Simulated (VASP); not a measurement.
# BaO (I4/mmm) in VASP: notebook

The runs below take BaO through electric field gradients, with PBE.

Program: VASP 6.6.1. These are calculated values, not measurements. Logs are shortened: lines on timing, memory, paths and dates and some standing lists are left out, and cuts for length are marked.

## Step 1: The cell of the first run

Symmetry: I4/mmm, No. 139, tetragonal system. The conventional cell has a = 3.811 Å, b = 3.811 Å, c = 5.500 Å, α = 90.00°, β = 90.00°, γ = 90.00°. Ba (site symmetry 4/mmm) has 6 O at 2.69 to 2.75 Å within 3.6 Å. O (site symmetry 4/mmm) has 6 Ba at 2.69 to 2.75 Å within 3.6 Å.

## Step 2: Electric field gradients, PBE (equal xx and yy strain of -2 %)

INCAR reads:

```
PREC = Accurate
ENCUT = 520
EDIFF = 1E-8
ISMEAR = -1
SIGMA = 0.02
LREAL = F
LASPH = T
NELM = 120
ALGO = Normal
ISIF = 2
LWAVE = F
LCHARG = F
GGA = PE
LEFG = T
NBANDS = 15
GGA_COMPAT = F
```

KPOINTS reads:

```
regular mesh
0
Gamma
  8 8 8
```

POSCAR reads:

```
BaO
1.0
    0.0000000000      2.6950000000      2.7500000000
    2.6950000000      0.0000000000      2.7500000000
    2.6950000000      2.6950000000      0.0000000000
Ba O
1 1
Direct
    0.0000000000      0.0000000000      0.0000000000
    0.5000000000      0.5000000000      0.5000000000
```

Potentials or basis: VASP PAW PBE potentials, release 64 (Ba_sv, O).

Command:

```console
$ cat potpaw_PBE.64/Ba_sv/POTCAR potpaw_PBE.64/O/POTCAR > POTCAR
$ mpirun -np 1 vasp_std > vasp.out
```

OUTCAR:

```text
PREC = Accurate
   ENCUT = 520
   EDIFF = 1E-8
   ISMEAR = -1
   LREAL = F
   LASPH = T
   NELM = 120
   ISIF = 2
   GGA = PE

 ion  position               nearest neighbor table
   1  0.000  0.000  0.000-   2 2.69   2 2.69   2 2.69   2 2.69   2 2.75   2 2.75
   2  0.500  0.500  0.500-   1 2.69   1 2.69   1 2.69   1 2.69   1 2.75   1 2.75

  LATTYP: Found a body centered tetragonal cell.
 ALAT       =     3.8113055506
 C/A-ratio  =     1.4430750636

  Lattice vectors:

 A1 = (  -2.6950000000,   0.0000000000,   2.7500000000)
 A2 = (   2.6950000000,   0.0000000000,   2.7500000000)
 A3 = (   0.0000000000,   2.6950000000,  -2.7500000000)

Analysis of symmetry for initial positions (statically):
=====================================================================
 Subroutine PRICEL returns:
 Original cell was already a primitive cell.

 Routine SETGRP: Setting up the symmetry group for a
 body centered tetragonal supercell.

 Subroutine GETGRP returns: Found 16 space group operations
 (whereof 16 operations were pure point group operations)
 out of a pool of 16 trial point group operations.

The static configuration has the point symmetry D_4h.

Analysis of symmetry for dynamics (positions and initial velocities):
=====================================================================
 Subroutine PRICEL returns:
 Original cell was already a primitive cell.

 Routine SETGRP: Setting up the symmetry group for a
 body centered tetragonal supercell.

 Subroutine GETGRP returns: Found 16 space group operations
 (whereof 16 operations were pure point group operations)
 out of a pool of 16 trial point group operations.

The dynamic configuration has the point symmetry D_4h.

 Subroutine INISYM returns: Found 16 space group operations
 (whereof 16 operations are pure point group operations),
 and found     1 'primitive' translations

----------------------------------------------------------------------------------------

                                     Primitive cell

  volume of cell :      39.9466

[... 134 lines left out ...]
  energy without entropy =      -11.69464548  energy(sigma->0) =      -11.69464548

 E-fermi :   2.7609     XC(G=0):  -9.9071

 val. band max:        2.3861041606   @ k =   0.5000   0.0000   0.5000
 cond. band min:       4.0578362611   @ k =   0.5000   0.0000   0.5000
 fundamental gap:      1.6717321005
 Fermi energy:         2.7609052709

 k-point     1 :       0.0000    0.0000    0.0000
  band No.  band energies     occupation
      1     -23.6144      2.00000
      2     -12.8781      2.00000
      3      -7.9936      2.00000
      4      -7.9903      2.00000
      5      -7.9903      2.00000
      6       1.7444      2.00000
      7       1.8590      2.00000
      8       1.8590      2.00000
      9       6.1262      0.00000
     10       6.8591      0.00000
     11       7.0142      0.00000
     12       7.0142      0.00000
     13       9.2523      0.00000
     14       9.5418      0.00000
[... 401 lines left out ...]
      2     -13.5269      2.00000
      3      -8.3066      2.00000
      4      -8.2463      2.00000
      5      -8.1851      2.00000
      6       0.5320      2.00000
      7       0.9666      2.00000
      8       1.1540      2.00000
      9       6.4095      0.00000
     10       8.5027      0.00000
     11       9.4482      0.00000
     12       9.8844      0.00000
     13      11.6572      0.00000
     14      12.2820      0.00000
     15      16.8860      0.00000

 [... further k-points ...]

------------------------ aborting loop because EDIFF is reached ----------------------------------------

  FORCE on cell =-STRESS in cart. coord.  units (eV):
  Direction    XX          YY          ZZ          XY          YZ          ZX
  --------------------------------------------------------------------------------------
  -------------------------------------------------------------------------------------
  Total        2.4645077      2.4645077      1.7607919      0.0000000     -0.0000000     -0.0000000
  in kB       98.8463281     98.8463281     70.6217357      0.0000000     -0.0000000     -0.0000000
  external PRESSURE =      89.4381307 kB  Pullay stress =       0.0000000 kB

 VOLUME and BASIS-vectors are now :
 -----------------------------------------------------------------------------
  energy-cutoff  :      520.00
  volume of cell :       39.95
      direct lattice vectors                 reciprocal lattice vectors
     0.000000000  2.695000000  2.750000000    -0.185528757  0.185528757  0.181818182
     2.695000000  0.000000000  2.750000000     0.185528757 -0.185528757  0.181818182
     2.695000000  2.695000000  0.000000000     0.185528757  0.185528757 -0.181818182

 POSITION                                       TOTAL-FORCE (eV/Angst)
 -----------------------------------------------------------------------------------
      0.00000      0.00000      0.00000         0.000000      0.000000     -0.000000
      2.69500      2.69500      2.75000        -0.000000     -0.000000      0.000000
 -----------------------------------------------------------------------------------
    total drift:                                0.000000      0.000000      0.000000

  FREE ENERGIE OF THE ION-ELECTRON SYSTEM (eV)
  ---------------------------------------------------
  free  energy   TOTEN  =       -11.6946454847 eV

  energy  without entropy=      -11.6946454847  energy(sigma->0) =      -11.69464548

 Electric field gradients (V/A^2)
---------------------------------------------------------------------
 ion       V_xx      V_yy      V_zz      V_xy      V_xz      V_yz
---------------------------------------------------------------------
   1     -17.420   -17.420    34.841     0.000    -0.000    -0.000
   2      -4.118    -4.118     8.236    -0.001     0.000     0.000
---------------------------------------------------------------------

 Electric field gradients after diagonalization (V/A^2)
 (convention: |V_zz| > |V_xx| > |V_yy|)
----------------------------------------------------------------------
 ion       V_xx      V_yy      V_zz     asymmetry (V_yy - V_xx)/ V_zz
----------------------------------------------------------------------
   1     -17.421   -17.420    34.841       0.000
   2      -4.119    -4.117     8.236       0.000
----------------------------------------------------------------------

           NMR quadrupolar parameters

 Cq : quadrupolar parameter    Cq=e*Q*V_zz/h
 eta: asymmetry parameters     (V_yy - V_xx)/ V_zz
 Q  : nuclear electric quadrupole moment in mb (millibarn)
----------------------------------------------------------------------
 ion       Cq(MHz)       eta       Q (mb)
----------------------------------------------------------------------
   1       0.084       0.000       1.000
   2       0.020       0.000       1.000
----------------------------------------------------------------------
```

OSZICAR:

```text
N       E                     dE             d eps       ncg     rms          rms(c)
DAV:   1     0.795794768289E+02    0.79579E+02   -0.78911E+03  1770   0.991E+02
DAV:   2    -0.105692148649E+02   -0.90149E+02   -0.79026E+02  2493   0.206E+02
DAV:   3    -0.143118597915E+02   -0.37426E+01   -0.37104E+01  2134   0.417E+01
DAV:   4    -0.143518223307E+02   -0.39963E-01   -0.39955E-01  2211   0.459E+00
DAV:   5    -0.143525799831E+02   -0.75765E-03   -0.75765E-03  2150   0.537E-01    0.991E+00
DAV:   6    -0.119179699378E+02    0.24346E+01   -0.85184E+00  1868   0.229E+01    0.641E+00
DAV:   7    -0.117168375733E+02    0.20113E+00   -0.56794E-01  1981   0.610E+00    0.245E+00
DAV:   8    -0.116926282072E+02    0.24209E-01   -0.91357E-02  2253   0.308E+00    0.521E-01
DAV:   9    -0.116935525735E+02   -0.92437E-03   -0.82271E-03  2022   0.867E-01    0.155E-01
DAV:  10    -0.116946585468E+02   -0.11060E-02   -0.22449E-03  1924   0.375E-01    0.453E-02
DAV:  11    -0.116946387275E+02    0.19819E-04   -0.16073E-04  2218   0.114E-01    0.223E-02
DAV:  12    -0.116946454290E+02   -0.67015E-05   -0.22725E-05  1917   0.433E-02    0.386E-03
DAV:  13    -0.116946453732E+02    0.55727E-07   -0.13196E-06  2365   0.996E-03    0.166E-03
DAV:  14    -0.116946454908E+02   -0.11756E-06   -0.40745E-07  1966   0.571E-03    0.768E-04
DAV:  15    -0.116946454847E+02    0.60757E-08   -0.33059E-08  2358   0.149E-03
   1 F= -.11694645E+02 E0= -.11694645E+02  d E =-.241443E-10
```

Run time: 30 s. Hardware: 1 thread of Intel Xeon Platinum 8375C at 2.90GHz (Ice Lake), shared host; peak memory 0.18 GiB.

What came out:

```
Free energy                             : -11.6946 eV
Pressure                                : 8.9 GPa
Band gap on the k mesh                  : 1.67 eV
Largest electric field gradient by atom : Ba +34.8; O +8.2 V/Å²
```

Stress tensor (GPa, compression positive):
```
9.88 0.00 0.00
0.00 9.88 0.00
0.00 0.00 7.06
```

Electric field gradients, principal values (V/Å²):
| atom | least | middle | greatest (by size) |
| --- | --- | --- | --- |
| 1 Ba | -17.420 | -17.421 | 34.841 |
| 2 O | -4.117 | -4.119 | 8.236 |

Caveat: the cell differs from its parent crystal (equal xx and yy strain of -2 %); the cell stands under pressure; without QUAD_EFG the Cq values of the log hold for a quadrupole moment of 1 mb, not for the nuclei; spin-orbit coupling is left out, which moves the levels of the heavy elements. A k mesh can miss the band edges.

(Continued in part 2 of 2.)
